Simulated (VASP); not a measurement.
# MgS (ha.bB) (F-43m) in VASP: notebook

Runs on MgS (ha.bB). Level: PBEsol. Tasks: single point.

Everything below comes from runs of VASP 6.6.1. Logs are shortened: lines on timing, memory, paths and dates and some standing lists are left out, and cuts for length are marked.

## 1. The cell of the first run

The structure is cubic, space group F-43m (No. 216). The conventional cell has a = 5.660 Å, b = 5.660 Å, c = 5.660 Å, α = 90.00°, β = 90.00°, γ = 90.00°. Within 3.2 Å of Mg (site symmetry -43m) lie 4 S at 2.45 Å. S (site symmetry -43m) has 4 Mg at 2.45 Å within 3.2 Å.

## 2. Single point, PBEsol

INCAR

```
ALGO = Normal
EDIFF = 1E-6
ENCUT = 600
GGA = PS
GGA_COMPAT = F
ISIF = 2
ISMEAR = 0
LASPH = T
LCHARG = F
LREAL = F
LWAVE = F
NBANDS = 11
NELM = 120
PREC = Accurate
SIGMA = 0.1
```

KPOINTS

```
k-points
0
Gamma
  6 6 6
```

POSCAR

```
MgS
1.0
    0.0000000000      2.8300000000      2.8300000000
    2.8300000000      0.0000000000      2.8300000000
    2.8300000000      2.8300000000      0.0000000000
Mg S
1 1
Direct
    0.0000000000      0.0000000000      0.0000000000
    0.2500000000      0.2500000000      0.2500000000
```

Potentials or basis: VASP PAW PBE potentials, release 64 (Mg, S).

Command:

```sh
$ cat potpaw_PBE.64/Mg/POTCAR potpaw_PBE.64/S/POTCAR > POTCAR
$ mpirun -np 1 vasp_std > vasp.out
```

OUTCAR:

```text
EDIFF = 1E-6
   ENCUT = 600
   GGA = PS
   ISIF = 2
   ISMEAR = 0
   LASPH = T
   LREAL = F
   NELM = 120
   PREC = Accurate

 ion  position               nearest neighbor table
   1  0.000  0.000  0.000-   2 2.45   2 2.45   2 2.45   2 2.45
   2  0.250  0.250  0.250-   1 2.45   1 2.45   1 2.45   1 2.45

  LATTYP: Found a face centered cubic cell.
 ALAT       =     5.6600000000

  Lattice vectors:

 A1 = (   0.0000000000,   2.8300000000,   2.8300000000)
 A2 = (   2.8300000000,   0.0000000000,   2.8300000000)
 A3 = (   2.8300000000,   2.8300000000,   0.0000000000)

Analysis of symmetry for initial positions (statically):
=====================================================================
 Subroutine PRICEL returns:
 Original cell was already a primitive cell.

 Routine SETGRP: Setting up the symmetry group for a
 face centered cubic supercell.

 Subroutine GETGRP returns: Found 24 space group operations
 (whereof 24 operations were pure point group operations)
 out of a pool of 48 trial point group operations.

The static configuration has the point symmetry T_d .

Analysis of symmetry for dynamics (positions and initial velocities):
=====================================================================
 Subroutine PRICEL returns:
 Original cell was already a primitive cell.

 Routine SETGRP: Setting up the symmetry group for a
 face centered cubic supercell.

 Subroutine GETGRP returns: Found 24 space group operations
 (whereof 24 operations were pure point group operations)
 out of a pool of 48 trial point group operations.

The dynamic configuration has the point symmetry T_d .

 Subroutine INISYM returns: Found 24 space group operations
 (whereof 24 operations are pure point group operations),
 and found     1 'primitive' translations

----------------------------------------------------------------------------------------

                                     Primitive cell

  volume of cell :      45.3304

  direct lattice vectors                    reciprocal lattice vectors
     0.000000000  2.830000000  2.830000000    -0.176678445  0.176678445  0.176678445
     2.830000000  0.000000000  2.830000000     0.176678445 -0.176678445  0.176678445
     2.830000000  2.830000000  0.000000000     0.176678445  0.176678445 -0.176678445

  length of vectors
     4.002224382  4.002224382  4.002224382     0.306016044  0.306016044  0.306016044

  position of ions in fractional coordinates (direct lattice)
     0.000000000  0.000000000  0.000000000
     0.250000000  0.250000000  0.250000000
[... 76 lines left out ...]
   POTIM  = 0.5000    time-step for ionic-motion
   TEBEG  =    0.0;   TEEND  =   0.0 temperature during run
   PSTRESS=    0.0 pullay stress
   NELECT =       8.0000    total number of electrons
   NUPDOWN=      -1.0000    fix difference up-down
   EMIN   =  10.00;   EMAX   =-10.00  energy-range for DOS
   EFERMI =   0.00;   METHOD = LEGACY
   ISMEAR =     0;   SIGMA  =   0.10  broadening in eV -4-tet -1-fermi 0-gaus
   EFERMI_NEDOS =   21; number of points for ismear=-14 and -15
   IALGO  =     38    algorithm
   IMIX   =      4    mixing-type and parameters
     AMIX     =   0.40;   BMIX     =  1.00
     AMIX_MAG =   1.60;   BMIX_MAG =  1.00
  volume/ion in A,a.u.               =      22.67       152.95
  Fermi-wavevector in a.u.,A,eV,Ry     =   0.918280  1.735297 11.472948  0.843238
  Thomas-Fermi vector in A             =   2.043344
   LORBIT       =      0    0 simple, 1 ext, 2 COOP (PROOUT), +10 PAW based schemes
   GGA     = PS    functional components
   LHFCALC =     F    Hartree Fock is set to
   AEXX    =    0.0000 exact exchange contribution
   IVDW    =     0    specifies the selected vdW correction
   LEPSILON=     F    determine dielectric tensor
   LRPA    =     F    only Hartree local field effects (RPA)
 non-spin polarized calculation
 Gauss-broadening in eV      SIGMA  =   0.10
  energy-cutoff  :      600.00
  volume of cell :       45.33
 maximum number of plane-waves:      1527
   NGX = 15   NGY = 15   NGZ = 15

 number of electron       8.0000000 magnetization

 Free energy of the ion-electron system (eV)
  ---------------------------------------------------
  ext. energy  EPLUGINS =         0.00000000
  ---------------------------------------------------
  free energy    TOTEN  =        -8.91725066 eV

  energy without entropy =       -8.91725066  energy(sigma->0) =       -8.91725066

 E-fermi :   1.5091     XC(G=0):  -8.5803

 val. band max:        1.0079180707   @ k =   0.0000   0.0000   0.0000
 cond. band min:       4.3086300724   @ k =   0.0000   0.0000   0.0000
 fundamental gap:      3.3007120017
 Fermi energy:         1.5090732988

 k-point     1 :       0.0000    0.0000    0.0000
  band No.  band energies     occupation
      1     -10.2643      2.00000
      2       1.0079      2.00000
      3       1.0079      2.00000
      4       1.0079      2.00000
      5       4.3086      0.00000
      6       8.8827      0.00000
      7       8.8827      0.00000
      8       8.8827      0.00000
      9      11.7932      0.00000
     10      11.7932      0.00000
     11      14.5626      0.00000
[... 197 lines left out ...]
 k-point    16 :      -0.3333    0.5000    0.1667
  band No.  band energies     occupation
      1      -9.3384      2.00000
      2      -1.5344      2.00000
      3      -0.5799      2.00000
      4      -0.2816      2.00000
      5       5.8327      0.00000
      6       7.7670      0.00000
      7      10.2879      0.00000
      8      10.3242      0.00000
      9      13.4225      0.00000
     10      14.7523      0.00000
     11      14.8701      0.00000

------------------------ aborting loop because EDIFF is reached ----------------------------------------

  FORCE on cell =-STRESS in cart. coord.  units (eV):
  Direction    XX          YY          ZZ          XY          YZ          ZX
  --------------------------------------------------------------------------------------
  -------------------------------------------------------------------------------------
  Total       -0.0900404     -0.0900404     -0.0900404      0.0000000     -0.0000000      0.0000000
  in kB       -3.1824279     -3.1824279     -3.1824279      0.0000000     -0.0000000      0.0000000
  external PRESSURE =      -3.1824279 kB  Pullay stress =       0.0000000 kB

 VOLUME and BASIS-vectors are now :
 -----------------------------------------------------------------------------
  energy-cutoff  :      600.00
  volume of cell :       45.33
      direct lattice vectors                 reciprocal lattice vectors
     0.000000000  2.830000000  2.830000000    -0.176678445  0.176678445  0.176678445
     2.830000000  0.000000000  2.830000000     0.176678445 -0.176678445  0.176678445
     2.830000000  2.830000000  0.000000000     0.176678445  0.176678445 -0.176678445

 POSITION                                       TOTAL-FORCE (eV/Angst)
 -----------------------------------------------------------------------------------
      0.00000      0.00000      0.00000         0.000000     -0.000000      0.000000
      1.41500      1.41500      1.41500        -0.000000      0.000000     -0.000000
 -----------------------------------------------------------------------------------
    total drift:                               -0.000000     -0.000000     -0.000000

  FREE ENERGIE OF THE ION-ELECTRON SYSTEM (eV)
  ---------------------------------------------------
  free  energy   TOTEN  =        -8.9172506607 eV

  energy  without entropy=       -8.9172506607  energy(sigma->0) =       -8.91725066
```

It took 9.6 s on 1 thread of Intel Xeon Platinum 8488C (Sapphire Rapids), shared host; peak memory 0.16 GiB.

Results:

* Free energy: -8.9173 eV
* Pressure: -0.3 GPa
* Band gap on the k mesh: 3.30 eV, direct

Levels at points of the mesh, in eV from the valence-band top:
```csv
k point,band 1,band 2,band 3,band 4,band 5,band 6,band 7,band 8
"(0.00, 0.00, 0.00)",-11.27,0.00,0.00,0.00,3.30,7.87,7.87,7.87
"(0.50, 0.00, 0.00)",-10.58,-3.19,-0.33,-0.33,5.00,7.54,7.54,8.43
"(0.50, 0.50, 0.00)",-10.35,-2.85,-1.05,-1.05,3.71,5.55,11.04,12.17
```

Caveat: the PAW data sets were made with another functional, which shifts forces and pressure a little.

## 3. Single point, PBEsol

This run uses another cell than the first one, of 22.56 Å³/atom, 0.996 times its volume.

INCAR

```
PREC = Accurate ; ENCUT = 600
EDIFF = 1E-6 ; ISMEAR = 0
SIGMA = 0.02 ; LREAL = False
LASPH = True ; NELM = 120
ALGO = Normal ; ISIF = 2
LWAVE = False ; LCHARG = False
GGA = PS ; NBANDS = 11
GGA_COMPAT = False
```

KPOINTS

```
Automatic mesh
0
Gamma
  8 8 8
```

POSCAR

```
MgS
1.0
    0.0000000000      2.8257734658      2.8257734658
    2.8257734658      0.0000000000      2.8257734658
    2.8257734658      2.8257734658      0.0000000000
Mg S
1 1
Direct
    0.0000000000      0.0000000000      0.0000000000
    0.2500000000      0.2500000000      0.2500000000
```

Potentials or basis: VASP PAW PBE potentials, release 64 (Mg, S).

Command:

```sh
$ cat potpaw_PBE.64/Mg/POTCAR potpaw_PBE.64/S/POTCAR > POTCAR
$ mpirun -np 1 vasp_std > vasp.out
```

OUTCAR:

```text
PREC = Accurate
   ENCUT = 600
   EDIFF = 1E-6
   ISMEAR = 0
   LREAL = False
   LASPH = True
   NELM = 120
   ISIF = 2
   GGA = PS

 ion  position               nearest neighbor table
   1  0.000  0.000  0.000-   2 2.45   2 2.45   2 2.45   2 2.45
   2  0.250  0.250  0.250-   1 2.45   1 2.45   1 2.45   1 2.45

  LATTYP: Found a face centered cubic cell.
 ALAT       =     5.6515469316

  Lattice vectors:

 A1 = (   0.0000000000,   2.8257734658,   2.8257734658)
 A2 = (   2.8257734658,   0.0000000000,   2.8257734658)
 A3 = (   2.8257734658,   2.8257734658,   0.0000000000)

Analysis of symmetry for initial positions (statically):
=====================================================================
 Subroutine PRICEL returns:
 Original cell was already a primitive cell.

 Routine SETGRP: Setting up the symmetry group for a
 face centered cubic supercell.

 Subroutine GETGRP returns: Found 24 space group operations
 (whereof 24 operations were pure point group operations)
 out of a pool of 48 trial point group operations.

The static configuration has the point symmetry T_d .

Analysis of symmetry for dynamics (positions and initial velocities):
=====================================================================
 Subroutine PRICEL returns:
 Original cell was already a primitive cell.

 Routine SETGRP: Setting up the symmetry group for a
 face centered cubic supercell.

 Subroutine GETGRP returns: Found 24 space group operations
 (whereof 24 operations were pure point group operations)
 out of a pool of 48 trial point group operations.

The dynamic configuration has the point symmetry T_d .

 Subroutine INISYM returns: Found 24 space group operations
 (whereof 24 operations are pure point group operations),
 and found     1 'primitive' translations

----------------------------------------------------------------------------------------

                                     Primitive cell
[... 112 lines left out ...]
  volume/ion in A,a.u.               =      22.56       152.27
  Fermi-wavevector in a.u.,A,eV,Ry     =   0.919653  1.737893 11.507294  0.845762
  Thomas-Fermi vector in A             =   2.044871
   LORBIT       =      0    0 simple, 1 ext, 2 COOP (PROOUT), +10 PAW based schemes
   GGA     = PS    functional components
   LHFCALC =     F    Hartree Fock is set to
   AEXX    =    0.0000 exact exchange contribution
   IVDW    =     0    specifies the selected vdW correction
   LEPSILON=     F    determine dielectric tensor
   LRPA    =     F    only Hartree local field effects (RPA)
 non-spin polarized calculation
 Gauss-broadening in eV      SIGMA  =   0.02
  energy-cutoff  :      600.00
  volume of cell :       45.13
 maximum number of plane-waves:      1540
   NGX = 15   NGY = 15   NGZ = 15

 number of electron       8.0000000 magnetization

 Free energy of the ion-electron system (eV)
  ---------------------------------------------------
  ext. energy  EPLUGINS =         0.00000000
  ---------------------------------------------------
  free energy    TOTEN  =        -8.91806681 eV

  energy without entropy =       -8.91806681  energy(sigma->0) =       -8.91806681

 E-fermi :   1.1638     XC(G=0):  -8.5979

 val. band max:        1.0352197484   @ k =   0.0000   0.0000   0.0000
 cond. band min:       4.3580578828   @ k =   0.0000   0.0000   0.0000
 fundamental gap:      3.3228381344
 Fermi energy:         1.1637711658

 k-point     1 :       0.0000    0.0000    0.0000
  band No.  band energies     occupation
      1     -10.2521      2.00000
      2       1.0352      2.00000
      3       1.0352      2.00000
      4       1.0352      2.00000
      5       4.3581      0.00000
      6       8.9219      0.00000
      7       8.9219      0.00000
      8       8.9219      0.00000
      9      11.8304      0.00000
     10      11.8304      0.00000
     11      14.6267      0.00000
[... 309 lines left out ...]
 k-point    24 :      -0.3750    0.2500    0.1250
  band No.  band energies     occupation
      1      -9.4365      2.00000
      2      -1.8048      2.00000
      3      -0.2933      2.00000
      4       0.3726      2.00000
      5       6.9672      0.00000
      6       7.4307      0.00000
      7       9.7156      0.00000
      8       9.8099      0.00000
      9      12.3739      0.00000
     10      13.7906      0.00000
     11      15.2124      0.00000

 [... further k-points ...]
[... 5 lines left out ...]
  --------------------------------------------------------------------------------------
  -------------------------------------------------------------------------------------
  Total       -0.0181504     -0.0181504     -0.0181504      0.0000000      0.0000000      0.0000000
  in kB       -0.6443977     -0.6443977     -0.6443977      0.0000000      0.0000000      0.0000000
  external PRESSURE =      -0.6443977 kB  Pullay stress =       0.0000000 kB

 VOLUME and BASIS-vectors are now :
 -----------------------------------------------------------------------------
  energy-cutoff  :      600.00
  volume of cell :       45.13
      direct lattice vectors                 reciprocal lattice vectors
     0.000000000  2.825773466  2.825773466    -0.176942705  0.176942705  0.176942705
     2.825773466  0.000000000  2.825773466     0.176942705 -0.176942705  0.176942705
     2.825773466  2.825773466  0.000000000     0.176942705  0.176942705 -0.176942705

 POSITION                                       TOTAL-FORCE (eV/Angst)
 -----------------------------------------------------------------------------------
      0.00000      0.00000      0.00000         0.000000      0.000000      0.000000
      1.41289      1.41289      1.41289        -0.000000     -0.000000     -0.000000
 -----------------------------------------------------------------------------------
    total drift:                               -0.000000     -0.000000     -0.000000

  FREE ENERGIE OF THE ION-ELECTRON SYSTEM (eV)
  ---------------------------------------------------
  free  energy   TOTEN  =        -8.9180668116 eV

  energy  without entropy=       -8.9180668116  energy(sigma->0) =       -8.91806681
```

OSZICAR:

```text
N       E                     dE             d eps       ncg     rms          rms(c)
DAV:   1     0.261185846825E+02    0.26119E+02   -0.36638E+03   646   0.646E+02
DAV:   2    -0.717243164621E+01   -0.33291E+02   -0.31644E+02   748   0.102E+02
DAV:   3    -0.938304075519E+01   -0.22106E+01   -0.22065E+01   805   0.288E+01
DAV:   4    -0.940133600588E+01   -0.18295E-01   -0.18293E-01   753   0.315E+00
DAV:   5    -0.940155229001E+01   -0.21628E-03   -0.21628E-03   797   0.343E-01    0.374E+00
DAV:   6    -0.895620147551E+01    0.44535E+00   -0.10951E+00   692   0.384E+00    0.272E+00
DAV:   7    -0.891686233269E+01    0.39339E-01   -0.23130E-01   754   0.191E+00    0.205E+00
DAV:   8    -0.891868912086E+01   -0.18268E-02   -0.14895E-02   722   0.739E-01    0.105E+00
DAV:   9    -0.891797968143E+01    0.70944E-03   -0.18274E-03   737   0.213E-01    0.359E-01
DAV:  10    -0.891805491410E+01   -0.75233E-04   -0.23250E-04   740   0.741E-02    0.314E-02
DAV:  11    -0.891806742715E+01   -0.12513E-04   -0.12247E-05   746   0.184E-02    0.513E-02
DAV:  12    -0.891806681156E+01    0.61559E-06   -0.13738E-06   769   0.513E-03
   1 F= -.89180668E+01 E0= -.89180668E+01  d E =-.755054E-22
```

It took 15 s on 1 thread of Intel Xeon Platinum 8488C (Sapphire Rapids), shared host; peak memory 0.17 GiB.

Results:

| Quantity | Value |
| --- | --- |
| Free energy | -8.9181 eV |
| Pressure | -0.1 GPa |
| Band gap on the k mesh | 3.32 eV, direct |

Levels at points of the mesh, in eV from the valence-band top:
```tsv
k point	band 1	band 2	band 3	band 4	band 5	band 6	band 7	band 8	band 9
(0.00, 0.00, 0.00)	-11.29	0.00	0.00	0.00	3.32	7.89	7.89	7.89	10.80
(0.50, 0.00, 0.00)	-10.59	-3.20	-0.33	-0.33	5.01	7.55	7.55	8.45	12.75
(0.50, 0.50, 0.00)	-10.36	-2.87	-1.06	-1.06	3.71	5.55	11.08	12.20	12.20
```

Caveat: the PAW data sets were made with another functional, which shifts forces and pressure a little.
